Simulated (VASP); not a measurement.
Here is a VASP 6.6.1 calculation.

INCAR

```
SYSTEM = Si2Mo
PREC = Accurate
ENCUT = 520
EDIFF = 1E-7
ISMEAR = 0
SIGMA = 0.1
LREAL = .FALSE.
LASPH = .TRUE.
NELM = 100
ALGO = Normal
ISIF = 2
LWAVE = .FALSE.
LCHARG = .TRUE.
GGA = PS
LELF = .TRUE.
LVHAR = .TRUE.
NBANDS = 18
ISYM = 0
```

File KPOINTS:

```
Automatic mesh
0
G
  8 8 17
  0 0 0
```

The input POSCAR:

```
Si2Mo
1.0
    4.5114404978      0.0000000000      0.0000000000
    0.0000000000      4.5146191219      0.0000000000
    2.2557202489      1.1270660279      1.9539692961
Si Mo
2 1
Direct
    0.6649403351      0.3298806703      0.6701193297
    0.3350596649      0.6701193297      0.3298806703
    0.0000000000      0.0000000000      0.0000000000
```

Potentials or basis: VASP PAW PBE potentials, release 64 (Si, Mo_sv).

Run with:

```sh
$ cat potpaw_PBE.64/Si/POTCAR potpaw_PBE.64/Mo_sv/POTCAR > POTCAR
$ mpirun -np 1 vasp_std > vasp.out
```

**Question.** Estimate the largest force.

**Answer.** 0.007 eV/Å.

**Question.** Predict the pressure.

**Answer.** 0.4 GPa.

**Question.** Predict the band gap on the k mesh.

**Answer.** Zero (band 11 reaches 12.84 eV, above the bottom of band 12 at 11.88 eV).

Stress tensor (GPa, compression positive):
```
0.45 0.00 0.00
0.00 0.34 0.05
0.00 0.05 0.37
```

Caveat: the PAW data sets were made with another functional, which shifts forces and pressure a little.
